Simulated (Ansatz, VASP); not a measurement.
## One calculation of InGaO, two programs

```
In Ga O
1.0
     3.72317    0.00000    0.00000
    -1.86158    3.22436    0.00000
     0.00000    0.00000    5.15598
In Ga O
1 1 1
Direct
  0.66667 0.33333 0.50000
  0.00000 0.00000 0.00000
  0.33333 0.66667 0.50000
```

Change from the starting cell: species swapped into the SrAlGe type (P-6m2, No. 187).

Alike in both runs: functional PBE; k mesh 6 × 6 × 4; occupations gaussian, width 0.1 eV; no spin polarisation.

Ansatz relaxed the structure, and its values are those at the end. VASP's run is a single point on that final structure, the one shown.

|  | VASP | Ansatz |
| --- | --- | --- |
| version | VASP 6.6.1 | Ansatz 0.2.0 |
| potentials or method | VASP PAW PBE potentials, release 64 (In_d, Ga_d, O), cutoff 520 eV | scalar-relativistic, plane waves, PAW |
| valence electrons in the cell | 32 | 32 |

|  | VASP | Ansatz | Ansatz less VASP |
| --- | --- | --- | --- |
| gap on the k mesh at the Fermi level (eV) | none | none | - |
| pressure (GPa) | 0.2 | 0.0 | -0.13 |

A gap of «none» marks a metal or a gap that the smearing closes.
